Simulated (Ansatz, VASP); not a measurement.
# Two plane-wave programs on CoSi2

INCAR

```
SYSTEM = CoSi2
PREC = Accurate
ENCUT = 520
EDIFF = 1E-7
ISMEAR = 0
SIGMA = 0.15
LREAL = .False.
LASPH = .True.
NELM = 60
ALGO = Normal
ISIF = 2
LWAVE = .False.
LCHARG = .False.
GGA = PS
NBANDS = 16
```

File KPOINTS:

```
regular mesh
0
Gamma
  16 16 16
  0 0 0
```

File POSCAR:

```
CoSi2
1.0
    0.0000000000      2.6562539604      2.6562539604
    2.6562539604      0.0000000000      2.6562539604
    2.6562539604      2.6562539604      0.0000000000
Co Si
1 2
Direct
    0.0000000000      0.0000000000      0.0000000000
    0.2255475545      0.2255475545      0.2255475545
    0.7744524455      0.7744524455      0.7744524455
```

Input for Ansatz:

```yaml
crystal:
  lattice:
    - [0.0, 2.6562539604, 2.6562539604]
    - [2.6562539604, 0.0, 2.6562539604]
    - [2.6562539604, 2.6562539604, 0.0]
  atoms:
    - { symbol: Co, position: [0.0, 0.0, 0.0] }
    - { symbol: Si, position: [0.2255475545, 0.2255475545, 0.2255475545] }
    - { symbol: Si, position: [0.7744524455, 0.7744524455, 0.7744524455] }
basis:
  ecutwfc: 420
kpoints:
  mp_grid: { grid: [16, 16, 16] }
hamiltonian:
  xc: pbesol
scf:
  occupations: { method: gaussian, width: 0.15 }
output:
  forces: true
  stress: true
  eigenvalues: true
```

Change from the starting cell: mode 4 (341.3 1/cm) frozen in, largest displacement -0.225 Å.

Alike in both runs: task single point; functional PBEsol; k mesh 16 × 16 × 16; occupations gaussian, width 0.15 eV; no spin polarisation.

|  | VASP | Ansatz |
| --- | --- | --- |
| version | VASP 6.6.1 | Ansatz 0.2.0 |
| potentials or method | VASP PAW PBE potentials, release 64 (Co, Si), cutoff 520 eV | scalar-relativistic, plane waves, PAW |
| valence electrons in the cell | 17 | 25 |

|  | VASP | Ansatz | Ansatz less VASP |
| --- | --- | --- | --- |
| gap on the k mesh at the Fermi level (eV) | none | none | - |
| pressure (GPa) | 9.8 | 9.6 | -0.19 |
| traceless stress, the component that is largest in VASP (GPa) | 13.89 | 13.78 | -0.109 |
| rms of the force components (eV/Å) | 1.690 | 1.679 | -0.0115 |

VASP's potentials were made for PBE, not for PBEsol. Atom by atom the forces differ by 0.012 eV/Å (rms over components). A gap of «none» marks a metal or a gap that the smearing closes. The functional is the same, so the differences come from potentials, cutoffs and numerics. VASP's potentials hold 17 valence electrons a cell and Ansatz's 25, so a difference there can come from the potentials and not from the codes.
